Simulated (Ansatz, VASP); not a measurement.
Rh in VASP and in Ansatz

```xyz
2
Lattice="2.8339 0.0000 0.0000 -1.4169 2.4542 0.0000 0.0000 0.0000 4.3851" Properties=species:S:1:pos:R:3 pbc="T T T"
Rh    1.4170    0.8181    3.2888
Rh    0.0000    1.6362    1.0963
```

Alike in both runs: task single point; functional PBE; k mesh 18 × 18 × 10; occupations gaussian, width 0.15 eV; no spin polarisation.

```csv
,VASP,Ansatz
version,VASP 6.6.1,Ansatz 0.2.0
potentials or method,"VASP PAW PBE potentials, release 64 (Rh_pv), cutoff 520 eV","scalar-relativistic, plane waves, PAW"
valence electrons in the cell,30,34
```

|  | VASP | Ansatz | Ansatz less VASP |
| --- | --- | --- | --- |
| gap on the k mesh at the Fermi level (eV) | none | none | - |
| pressure (GPa) | -15.6 | -15.6 | -0.08 |
| traceless stress, the component that is largest in VASP (GPa) | 4.42 | 4.41 | -0.007 |

A gap of «none» marks a metal or a gap that the smearing closes. VASP's potentials hold 30 valence electrons a cell and Ansatz's 34, so a difference there can come from the potentials and not from the codes.
